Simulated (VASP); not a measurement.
# MgI2 (P-3m1) in VASP: a series of runs, part 2 of 2

VASP 6.6.1. The steps go on from the part before.

### 4 Single point, PBE

This run uses another cell than the first one, of 40.24 Å³/atom.

INCAR reads:

```
PREC = Accurate
ENCUT = 520
EDIFF = 1E-7
ISMEAR = 0
SIGMA = 0.02
LREAL = False
LASPH = True
NELM = 60
ALGO = Normal
ISIF = 2
LWAVE = False
LCHARG = True
GGA = PE
LELF = True
LVHAR = True
NBANDS = 15
```

KPOINTS reads:

```
regular mesh
0
Gamma
  6 6 4
```

POSCAR reads:

```
MgI2
1.0
    4.2076333309      0.0000000000      0.0000000000
   -2.1038166655      3.6439173544      0.0000000000
    0.0000000000      0.0000000000      7.8739095845
Mg I
1 2
Direct
    0.0000000000      0.0000000000      0.0000000000
    0.3333333333      0.6666666667      0.7875523345
    0.6666666667      0.3333333333      0.2124476655
```

Potentials or basis: VASP PAW PBE potentials, release 64 (Mg, I).

Started as:

```sh
$ cat potpaw_PBE.64/Mg/POTCAR potpaw_PBE.64/I/POTCAR > POTCAR
$ mpirun -np 1 vasp_std > vasp.out
```

OUTCAR:

```text
PREC = Accurate
   ENCUT = 520
   EDIFF = 1E-7
   ISMEAR = 0
   LREAL = False
   LASPH = True
   NELM = 60
   ISIF = 2
   GGA = PE

 ion  position               nearest neighbor table
   1  0.000  0.000  0.000-   2 2.95   3 2.95   3 2.95   2 2.95   3 2.95   2 2.95
   2  0.333  0.667  0.788-   1 2.95   1 2.95   1 2.95
   3  0.667  0.333  0.212-   1 2.95   1 2.95   1 2.95

  LATTYP: Found a hexagonal cell.
 ALAT       =     4.2076333309
 C/A-ratio  =     1.8713392934

  Lattice vectors:

 A1 = (   4.2076333309,   0.0000000000,   0.0000000000)
 A2 = (  -2.1038166655,   3.6439173544,   0.0000000000)
 A3 = (   0.0000000000,   0.0000000000,   7.8739095845)

Analysis of symmetry for initial positions (statically):
=====================================================================
 Subroutine PRICEL returns:
 Original cell was already a primitive cell.

 Routine SETGRP: Setting up the symmetry group for a
 hexagonal supercell.

 Subroutine GETGRP returns: Found 12 space group operations
 (whereof 12 operations were pure point group operations)
 out of a pool of 24 trial point group operations.

The static configuration has the point symmetry D_3d.

Analysis of symmetry for dynamics (positions and initial velocities):
=====================================================================
 Subroutine PRICEL returns:
 Original cell was already a primitive cell.

 Routine SETGRP: Setting up the symmetry group for a
 hexagonal supercell.

 Subroutine GETGRP returns: Found 12 space group operations
 (whereof 12 operations were pure point group operations)
 out of a pool of 24 trial point group operations.

The dynamic configuration has the point symmetry D_3d.

 Subroutine INISYM returns: Found 12 space group operations
 (whereof 12 operations are pure point group operations),
 and found     1 'primitive' translations

----------------------------------------------------------------------------------------

                                     Primitive cell

  volume of cell :     120.7249

  direct lattice vectors                    reciprocal lattice vectors
     4.207633331  0.000000000  0.000000000     0.237663295  0.137214967  0.000000000
    -2.103816666  3.643917354  0.000000000     0.000000000  0.274429934  0.000000000
     0.000000000  0.000000000  7.873909584     0.000000000  0.000000000  0.127001712

  length of vectors
     4.207633331  4.207633331  7.873909584     0.274429934  0.274429934  0.127001712

  position of ions in fractional coordinates (direct lattice)
     0.000000000  0.000000000  0.000000000
     0.333333333  0.666666667  0.787552334
     0.666666667  0.333333333  0.212447666

  ion indices of the primitive-cell ions
   primitive index   ion index
                 1           1
                 2           2
                 3           3

----------------------------------------------------------------------------------------

 KPOINTS: regular mesh

Automatic generation of k-mesh.
 Grid dimensions read from file:
 generate k-points for:    6    6    4

[... 42 lines left out ...]
  0.333333  0.166667  0.500000     12.000000
  0.333333  0.333333  0.500000      2.000000
   k-points           NKPTS =     24   k-points in BZ     NKDIM =     24   number of bands    NBANDS=     15
   number of dos      NEDOS =    301   number of ions     NIONS =      3
   total plane-waves  NPLWV =  61440
   dimension x,y,z NGX =    32 NGY =   32 NGZ =   60
   dimension x,y,z NGXF=    64 NGYF=   64 NGZF=  120
   ions per type =               1   2
   NGX,Y,Z   is equivalent  to a cutoff of  12.64, 12.64, 12.67 a.u.
   NGXF,Y,Z  is equivalent  to a cutoff of  25.29, 25.29, 25.34 a.u.
 SYSTEM =  unknown system
   PREC   = accura    normal or accurate (medium, high low for compatibility)
   ISTART =      0    job   : 0-new  1-cont  2-samecut
   ICHARG =      2    charge: 1-file 2-atom 10-const
   ISPIN  =      1    spin polarized calculation?
   LNONCOLLINEAR =      F non collinear calculations
   LSORBIT =      F    spin-orbit coupling
   LASPH  =      T    aspherical Exc in radial PAW
   ENCUT  =  520.0 eV  38.22 Ry    6.18 a.u.   7.82  7.82 14.64*2*pi/ulx,y,z
   NELM   =     60;   NELMIN=  2; NELMDL= -5     # of ELM steps
   EDIFF  = 0.1E-06   stopping-criterion for ELM
   LREAL  =      F    real-space projection
   EDIFFG = 0.1E-05   stopping-criterion for IOM
   NSW    =      0    number of steps for IOM
   IBRION =     -1    ionic relax: 0-MD 1-quasi-New 2-CG
   NFREE  =      0    steps in history (QN), initial steepest desc. (CG)
   ISIF   =      2    stress and relaxation
   ISYM   =      2    0-nonsym 1-usesym 2-fastsym
   POTIM  = 0.5000    time-step for ionic-motion
   TEBEG  =    0.0;   TEEND  =   0.0 temperature during run
   PSTRESS=    0.0 pullay stress
   NELECT =      16.0000    total number of electrons
   NUPDOWN=      -1.0000    fix difference up-down
   EMIN   =  10.00;   EMAX   =-10.00  energy-range for DOS
   EFERMI =   0.00;   METHOD = LEGACY
   ISMEAR =     0;   SIGMA  =   0.02  broadening in eV -4-tet -1-fermi 0-gaus
   EFERMI_NEDOS =   21; number of points for ismear=-14 and -15
   IALGO  =     38    algorithm
   IMIX   =      4    mixing-type and parameters
     AMIX     =   0.40;   BMIX     =  1.00
     AMIX_MAG =   1.60;   BMIX_MAG =  1.00
  volume/ion in A,a.u.               =      40.24       271.56
  Fermi-wavevector in a.u.,A,eV,Ry     =   0.834672  1.577302  9.478872  0.696677
  Thomas-Fermi vector in A             =   1.948103
   LORBIT       =      0    0 simple, 1 ext, 2 COOP (PROOUT), +10 PAW based schemes
   GGA     = PE    functional components
   LHFCALC =     F    Hartree Fock is set to
   AEXX    =    0.0000 exact exchange contribution
   IVDW    =     0    specifies the selected vdW correction
   LEPSILON=     F    determine dielectric tensor
   LRPA    =     F    only Hartree local field effects (RPA)
 non-spin polarized calculation
 Gauss-broadening in eV      SIGMA  =   0.02
  energy-cutoff  :      520.00
  volume of cell :      120.72
 maximum number of plane-waves:      3300
 NGX is ok and might be reduce to    32
   NGX = 15   NGY = 15   NGZ = 29

 number of electron      16.0000000 magnetization

 Free energy of the ion-electron system (eV)
  ---------------------------------------------------
  ext. energy  EPLUGINS =         0.00000000
  ---------------------------------------------------
  free energy    TOTEN  =        -7.73887917 eV

  energy without entropy =       -7.73887917  energy(sigma->0) =       -7.73887917

 E-fermi :   1.0066     XC(G=0):  -7.3936

 val. band max:        0.8622952290   @ k =   0.0000   0.0000   0.0000
 cond. band min:       4.4727105490   @ k =   0.5000  -0.0000   0.5000
 fundamental gap:      3.6104153200
 Fermi energy:         1.0066246010

 k-point     1 :       0.0000    0.0000    0.0000
  band No.  band energies     occupation
      1     -10.8840      2.00000
      2     -10.3523      2.00000
      3      -2.1176      2.00000
      4       0.5651      2.00000
      5       0.5788      2.00000
      6       0.5788      2.00000
      7       0.8623      2.00000
      8       0.8623      2.00000
      9       4.5749      0.00000
     10       5.7622      0.00000
     11       7.5554      0.00000
     12       7.5554      0.00000
     13       7.7617      0.00000
     14       9.0133      0.00000
[... 401 lines left out ...]
      2     -10.1343      2.00000
      3      -2.1245      2.00000
      4      -1.4867      2.00000
      5      -1.4867      2.00000
      6      -0.9707      2.00000
      7       0.2661      2.00000
      8       0.2661      2.00000
      9       5.4482      0.00000
     10       6.9807      0.00000
     11       6.9807      0.00000
     12       8.4853      0.00000
     13       9.1873      0.00000
     14       9.2296      0.00000
     15       9.5497      0.00000

------------------------ aborting loop because EDIFF is reached ----------------------------------------

  FORCE on cell =-STRESS in cart. coord.  units (eV):
  Direction    XX          YY          ZZ          XY          YZ          ZX
  --------------------------------------------------------------------------------------
  -------------------------------------------------------------------------------------
  Total       -0.0393954     -0.0393954     -0.0321908      0.0000000      0.0000000      0.0000000
  in kB       -0.5228290     -0.5228290     -0.4272134      0.0000000      0.0000000      0.0000000
  external PRESSURE =      -0.4909571 kB  Pullay stress =       0.0000000 kB

 VOLUME and BASIS-vectors are now :
 -----------------------------------------------------------------------------
  energy-cutoff  :      520.00
  volume of cell :      120.72
      direct lattice vectors                 reciprocal lattice vectors
     4.207633331  0.000000000  0.000000000     0.237663295  0.137214967  0.000000000
    -2.103816666  3.643917354  0.000000000     0.000000000  0.274429934  0.000000000
     0.000000000  0.000000000  7.873909584     0.000000000  0.000000000  0.127001712

 POSITION                                       TOTAL-FORCE (eV/Angst)
 -----------------------------------------------------------------------------------
      0.00000      0.00000      0.00000        -0.000000      0.000000      0.000000
     -0.00000      2.42928      6.20112         0.000000     -0.000000      0.009800
      2.10382      1.21464      1.67279        -0.000000      0.000000     -0.009800
 -----------------------------------------------------------------------------------
    total drift:                                0.000000      0.000000      0.000000

  FREE ENERGIE OF THE ION-ELECTRON SYSTEM (eV)
  ---------------------------------------------------
  free  energy   TOTEN  =        -7.7388791707 eV

  energy  without entropy=       -7.7388791707  energy(sigma->0) =       -7.73887917
```

OSZICAR:

```text
N       E                     dE             d eps       ncg     rms          rms(c)
DAV:   1     0.794940613560E+02    0.79494E+02   -0.55422E+03   720   0.819E+02
DAV:   2    -0.109446298276E+01   -0.80589E+02   -0.72083E+02  1069   0.132E+02
DAV:   3    -0.776339232471E+01   -0.66689E+01   -0.66366E+01   965   0.426E+01
DAV:   4    -0.790873638628E+01   -0.14534E+00   -0.14533E+00  1009   0.746E+00
DAV:   5    -0.791017985915E+01   -0.14435E-02   -0.14434E-02   958   0.782E-01    0.375E+00
DAV:   6    -0.776792589766E+01    0.14225E+00   -0.12447E-01   818   0.178E+00    0.258E+00
DAV:   7    -0.774081054757E+01    0.27115E-01   -0.12940E-01   818   0.178E+00    0.754E-01
DAV:   8    -0.773875057618E+01    0.20600E-02   -0.89231E-03   867   0.528E-01    0.268E-01
DAV:   9    -0.773889010122E+01   -0.13953E-03   -0.11511E-03   895   0.200E-01    0.978E-02
DAV:  10    -0.773887460371E+01    0.15498E-04   -0.41278E-05   937   0.440E-02    0.376E-02
DAV:  11    -0.773887817979E+01   -0.35761E-05   -0.11524E-05   811   0.221E-02    0.171E-02
DAV:  12    -0.773887875585E+01   -0.57605E-06   -0.55634E-07   979   0.478E-03    0.881E-03
DAV:  13    -0.773887923315E+01   -0.47730E-06   -0.14977E-07   658   0.250E-03    0.474E-03
DAV:  14    -0.773887917072E+01    0.62422E-07   -0.73278E-08   654   0.199E-03
   1 F= -.77388792E+01 E0= -.77388792E+01  d E =-.381783E-26
```

stdout:

```text
POSCAR found type information on POSCAR MgI
 POSCAR found :  2 types and       3 ions
 scaLAPACK will be used
 LDA part: xc-table for (Slater+PW92), standard interpolation
 POSCAR, INCAR and KPOINTS ok, starting setup
 FFT: planning ... GRIDC
 FFT: planning ... GRID_SOFT
 FFT: planning ... GRID
 WAVECAR not read
 entering main loop
```

Wall time 41 s (1 thread of Intel Xeon Platinum 8259CL at 2.50GHz (Skylake/Cascade Lake), shared host); peak memory 0.25 GiB.

What came out:

- Free energy: -7.7389 eV
- Pressure: 0.0 GPa
- Largest force: 0.010 eV/Å
- Band gap on the k mesh: 3.61 eV (least direct gap 3.71 eV)

Forces in eV/Å, atoms in the order of the input:
```
Mg   0.000  0.000  0.000
I    0.000  0.000  0.010
I    0.000  0.000 -0.010
```

Levels at points of the mesh, in eV from the valence-band top:
```csv
k point,band 5,band 6,band 7,band 8,band 9,band 10,band 11,band 12
"(0.00, 0.00, 0.00)",-0.28,-0.28,0.00,0.00,3.71,4.90,6.69,6.69
"(0.50, 0.00, 0.00)",-1.37,-1.14,-0.63,-0.39,3.66,5.45,5.79,7.28
"(0.00, 0.00, 0.50)",-0.27,-0.27,-0.02,-0.02,4.35,4.89,6.65,6.65
"(0.50, 0.00, 0.50)",-1.17,-1.11,-0.63,-0.43,3.61,5.44,5.76,6.32
```

Caveat: spin-orbit coupling is left out, which moves the levels of the heavy elements; this functional lacks dispersion, which binds the layers, so the pressure and a relaxed spacing across them are unreliable. PBE gaps usually lie below the measured ones, often by a third to a half.

### 5 Overview

```tsv
cell	gap on the mesh (eV)	pressure (GPa)	largest force (eV/Å)
a = 4.039, b = 4.039, c = 6.504 Å, angles 90.0, 90.0, 120.0°, 3 atoms, atomic positions A	3.36	3.9	0.01
a = 4.154, b = 4.154, c = 6.961 Å, angles 90.0, 90.0, 120.0°, 3 atoms, atomic positions B	3.57	0.9	0.01
a = 4.208, b = 4.208, c = 7.874 Å, angles 90.0, 90.0, 120.0°, 3 atoms, atomic positions C	3.61	0.0	0.01
```

Alike in all rows: task single point; level PBE; potentials or basis VASP PAW PBE potentials, release 64 (Mg, I); no spin polarisation; k mesh 6 × 6 × 4; cutoff (eV) 520; smearing gaussian 0.02 eV.

Caveats: spin-orbit coupling is left out, which moves the levels of the heavy elements; this functional lacks dispersion, which binds the layers, so the pressure and a relaxed spacing across them are unreliable; the cell stands under pressure (at least some runs).

Total energies depend on the potentials used, so only differences within one code and one set of settings carry meaning.
